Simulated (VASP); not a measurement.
Wanted: the native input for a VASP 6.6.1 run.

```
Task                   : relaxation of cell and atoms
Functional             : PBE
Potentials or basis    : VASP PAW PBE potentials, release 64 (Sm_3, Zn, I), 4f in core
Cutoff                 : 500 eV
k mesh                 : 3 × 3 × 3
Occupations            : gaussian, width 0.2 eV
Spin                   : no spin polarisation
Dipole correction      : no
Mended                 : yes
Further INCAR settings : ALGO = Normal; EDIFF = 1e-07; IBRION = 2; EDIFFG = -0.08; NSW = 36; ISIF = 3
```

The structure of SmZn3I2 lies in POSCAR:

```
SmZn3I2
1.0
    3.2019799400      1.8486639800      5.1164113800
   -3.2019799400      1.8486639800      5.1164113800
    0.0000000000     -3.6973279600      5.1164113800
Sm Zn I
1 3 2
Direct
    0.0000000000      0.0000000000      0.0000000000
    0.0000000000      0.5000000000      0.0000000000
    0.5000000000      0.0000000000      0.0000000000
    0.0000000000      0.0000000000      0.5000000000
    0.6188781900      0.6188781900      0.6188781900
    0.3811218100      0.3811218100      0.3811218100
```

The cell was built from a structure type or drawn by symmetry, and may not be a known phase.

One way to write it, as run:

INCAR

```
  PREC = Accurate
  ENCUT = 500
  EDIFF = 1E-7
  ISMEAR = 0
  SIGMA = 0.2
  LREAL = F
  LASPH = T
  NELM = 200
  ALGO = Normal
  ISIF = 3
  LWAVE = F
  LCHARG = F
  GGA = PE
  IBRION = 2
  NSW = 36
  EDIFFG = -0.08
  GGA_COMPAT = F
  NELMIN = 4
  LMAXMIX = 6
```

KPOINTS

```
regular mesh
0
Gamma
  3 3 3
```

Potentials or basis: VASP PAW PBE potentials, release 64 (Sm_3, Zn, I), 4f in core.

The run is started by

```bash
$ cat potpaw_PBE.64/Sm_3/POTCAR potpaw_PBE.64/Zn/POTCAR potpaw_PBE.64/I/POTCAR > POTCAR
$ mpirun -np 1 vasp_std > vasp.out
```

Results of the run:

```json
{
 "Relaxed volume": "26.27 Å³/atom",
 "Relaxed cell": "a = 6.326 Å, b = 6.326 Å, c = 6.326 Å, α = 54.86°, β = 54.86°, γ = 54.86°",
 "Space group after relaxing (to 0.1 Å)": "R-3m (No. 166)",
 "Energy gained by relaxing": "118.3 meV/atom",
 "Ionic steps": "15",
 "Pressure after relaxing": "0.2 GPa",
 "Largest force after relaxing": "0.014 eV/Å",
 "Band gap on the k mesh": "zero (an odd number of electrons rules out a gap without spin polarisation)"
}
```

Caveat: the k points lie up to 0.43 Å⁻¹ apart in the final cell, too coarse for converged energies and pressures of a metal; spin-orbit coupling is left out, which moves the levels of the heavy elements; the 4f electrons are frozen in the core, so they carry no moment and show no levels; an odd number of electrons without spin polarisation forces a metal; a magnetic or distorted state may lie lower; the run has no spin polarisation, though such a crystal can be magnetic.

Wall time 6.3 min on 1 thread of AMD EPYC 9R45 (Zen 5) (shared host), peak memory 0.34 GiB.
